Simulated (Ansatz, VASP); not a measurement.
# Hg in VASP and in Ansatz

```
Hg
1.0
     0.00000    3.33034    3.33034
     3.33034    0.00000    3.33034
     3.33034    3.33034    0.00000
Hg
2
Direct
  0.80750 0.89750 0.89750
  0.19250 0.10250 0.10250
```

Change from the starting cell: shortest bond scaled by 0.82, PAW files.

Alike in both runs: task electric field gradients; functional PBE; k mesh 8 × 8 × 8; occupations fermi-dirac, width 0.05 eV; no spin polarisation.

```csv
,VASP,Ansatz
version,VASP 6.6.1,Ansatz 0.2.0
potentials or method,"VASP PAW PBE potentials, release 64 (Hg)","PAW with Ansatz's default frozen-core files, scalar-relativistic"
plane-wave cutoff (eV),520,420
valence electrons in the cell,24,40
```

```csv
,VASP,Ansatz,Ansatz less VASP
pressure (GPa),8.7,8.1,-0.64
"traceless stress, the component that is largest in VASP (GPa)",-9.82,-9.20,+0.614
rms of the force components (eV/Å),3.165,2.964,-0.2016
size of Vzz on the site where it differs most (V/Å²),374.0,265.7,-108.35
```

Atom by atom the forces differ by 0.202 eV/Å (rms over components). The functional is the same, so the differences come from potentials, cutoffs and numerics. VASP's potentials hold 24 valence electrons a cell and Ansatz's 40, so a difference there can come from the potentials and not from the codes.

Neither program's run includes spin-orbit coupling.
